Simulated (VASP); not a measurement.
# PbO (P1) in VASP: a series of runs, part 2 of 2

VASP 6.6.1. Earlier steps stand in the parts before.

### Step 4. Single point, PBE+D3(BJ)

The input, INCAR:

```
SYSTEM = PbO
ALGO = Normal
EDIFF = 1E-6
ENCUT = 520
GGA = PE
ISIF = 2
ISMEAR = -1
IVDW = 12
LASPH = .TRUE.
LCHARG = .TRUE.
LELF = .TRUE.
LREAL = Auto
LVHAR = .TRUE.
LWAVE = .FALSE.
NBANDS = 94
NELM = 60
PREC = Accurate
SIGMA = 0.0689
```

The input, KPOINTS:

```
Automatic mesh
0
Gamma
  2 2 2
  0.5 0.5 0.5
```

The input, POSCAR:

```
PbO
1.0
   -5.8291407203      0.0000000000      5.4878050257
    5.8291407203      0.0000000000      5.4878050257
    0.0000000000      5.9945590302     -5.4878050257
Pb O
8 8
Direct
    0.2823012185      0.7512838922      0.2590180516
    0.7731078501      0.2609285868      0.2794544172
    0.2612864148      0.2259666293      0.7274975487
    0.7664132084      0.7394478274      0.7424395986
    0.2310314087      0.7362315988      0.7172063830
    0.7276693106      0.2346860154      0.7184641903
    0.2360298422      0.2667522091      0.2614387467
    0.7611598483      0.7726435306      0.2843748792
    0.5652646829      0.6917042449      0.3872423290
    0.0553764885      0.1254604030      0.3403296205
    0.4515529595      0.0334908270      0.6260360405
    0.9094060171      0.5583801802      0.5837892299
    0.1880228893      0.5600132227      0.3766140243
    0.6906723796      0.0726090710      0.3815701853
    0.0600041445      0.9452749327      0.6404989893
    0.5002011160      0.4240130428      0.6337767267
```

Potentials or basis: VASP PAW PBE potentials, release 64 (Pb_d, O).

Command:

```sh
cat potpaw_PBE.64/Pb_d/POTCAR potpaw_PBE.64/O/POTCAR > POTCAR
mpirun -np 1 vasp_std > vasp.out
```

OUTCAR:

```text
SYSTEM = PbO
   EDIFF = 1E-6
   ENCUT = 520
   GGA = PE
   ISIF = 2
   ISMEAR = -1
   IVDW = 12
   LASPH = .TRUE.
   LREAL = Auto
   NELM = 60
   PREC = Accurate
 IVDW          = 12

 ion  position               nearest neighbor table
   1  0.282  0.751  0.259-   9 2.20  11 2.34  13 2.39   8 3.73   6 3.78   7 3.88   5 3.98   3 4.03
                             4 4.09
   2  0.773  0.261  0.279-  12 2.17  14 2.22  10 2.51   7 3.77   5 3.78   6 3.85   8 3.92   4 3.96
                             3 4.06   8 4.09
[... 610 lines left out ...]
  Total     -10.15968   -10.70950    -9.31197     1.85663     1.06343    -0.59825
  in kB     -42.44243   -44.73933   -38.90108     7.75614     4.44253    -2.49920
  external pressure =      -42.03 kB  Pullay stress =        0.00 kB

 VOLUME and BASIS-vectors are now :
 -----------------------------------------------------------------------------
  energy-cutoff  :      520.00
  volume of cell :      383.52
      direct lattice vectors                 reciprocal lattice vectors
    -5.829140720  0.000000000  5.487805026    -0.085775936  0.083408971  0.091111109
     5.829140720  0.000000000  5.487805026     0.085775936  0.083408971  0.091111109
     0.000000000  5.994559030 -5.487805026     0.000000000  0.166817942  0.000000000

 POSITION                                       TOTAL-FORCE (eV/Angst)
 -----------------------------------------------------------------------------------
      2.73377      1.55270      4.25067        -0.010298      1.176805     -0.685181
     -2.98556      1.67521      4.14100        -1.038761     -0.805062     -0.192169
     -0.20588      4.36103     -1.31841        -0.432897     -1.182489      0.322547
     -0.15719      4.45060      4.18951         0.431563     -1.041350     -0.795462
      2.94488      4.29934      1.37226         0.447596     -0.568351      0.392086
     -2.87367      4.30688      1.33843         1.016745     -0.301618      0.023324
[... 8 lines left out ...]
      5.16037      3.83951      2.00184        -0.270228     -0.275058     -0.127673
     -0.44411      3.79921      1.59386        -0.800981     -0.018661      0.950642
 -----------------------------------------------------------------------------------
    total drift:                                0.006977      0.005265      0.000611

  FREE ENERGIE OF THE ION-ELECTRON SYSTEM (eV)
  ---------------------------------------------------
  free  energy   TOTEN  =       -87.6748449579 eV

  energy  without entropy=      -87.6748447317  energy(sigma->0) =      -87.67484484
```

stdout:

```text
POSCAR found type information on POSCAR PbO
 POSCAR found :  2 types and      16 ions
 scaLAPACK will be used
 LDA part: xc-table for (Slater+PW92), standard interpolation
 POSCAR, INCAR and KPOINTS ok, starting setup
 FFT: planning ... GRIDC
 FFT: planning ... GRID_SOFT
 FFT: planning ... GRID
 WAVECAR not read
 entering main loop
```

Run time: 11 min. Hardware: 1 thread of Intel Xeon 8259CL, shared host; peak memory 0.52 GiB.

Results:

* Free energy: -87.6748 eV
* Pressure: -4.2 GPa
* Largest force: 1.380 eV/Å
* Band gap on the k mesh: 2.24 eV (least direct gap 2.26 eV)
* Dispersion energy per atom: -0.203 eV

Forces on the atoms (eV/Å):
```
Pb  -0.010  1.177 -0.685
Pb  -1.039 -0.805 -0.192
Pb  -0.433 -1.182  0.323
Pb   0.432 -1.041 -0.795
Pb   0.448 -0.568  0.392
Pb   1.017 -0.302  0.023
Pb  -0.462  0.960  0.012
Pb   0.126  0.635  0.431
O   -0.406  0.338  0.205
O    0.826  0.542 -0.004
O    0.292 -0.254 -0.350
O   -0.412  0.723  0.112
O    0.719 -0.031  0.150
O   -0.027  0.104 -0.444
O   -0.270 -0.275 -0.128
O   -0.801 -0.019  0.951
```

Stress tensor (GPa, compression positive):
```
-4.24  0.78 -0.25
 0.78 -4.47  0.44
-0.25  0.44 -3.89
```

Levels at points of the mesh, in eV from the valence-band top:
| k point | band 76 | band 77 | band 78 | band 79 | band 80 | band 81 | band 82 | band 83 | band 84 | band 85 |
| --- | --- | --- | --- | --- | --- | --- | --- | --- | --- | --- |
| (0.25, 0.25, 0.25) | -0.52 | -0.43 | -0.26 | -0.19 | 0.00 | 2.82 | 3.09 | 3.16 | 3.32 | 3.44 |

Caveat: the cell stands under tension; the atoms stand as in a frame of molecular dynamics; spin-orbit coupling is left out, which moves the levels of the heavy elements; a shifted mesh leaves out Γ, where band edges can lie; forces of over 1 eV/Å act on the atoms, so gaps and moduli don't describe the material at rest.

### Step 5. Summary

```tsv
cell	gap on the mesh (eV)	pressure (GPa)	largest force (eV/Å)
as given, atomic positions A	2.37	-3.1	1.49
as given, atomic positions B	2.34	-3.7	1.42
as given, atomic positions C	2.24	-4.2	1.38
```

Alike in all rows: task single point; level PBE+D3(BJ); potentials or basis VASP PAW PBE potentials, release 64 (Pb_d, O); no spin polarisation; k mesh 2 × 2 × 2, shifted; cutoff (eV) 520; smearing fermi-dirac 0.0689 eV.

Caveats: the cell stands under tension; the atoms stand as in a frame of molecular dynamics; spin-orbit coupling is left out, which moves the levels of the heavy elements; a shifted mesh leaves out Γ, where band edges can lie; forces of over 1 eV/Å act on the atoms, so gaps and moduli don't describe the material at rest.

Total energies depend on the potentials used, so only differences within one code and one set of settings carry meaning.
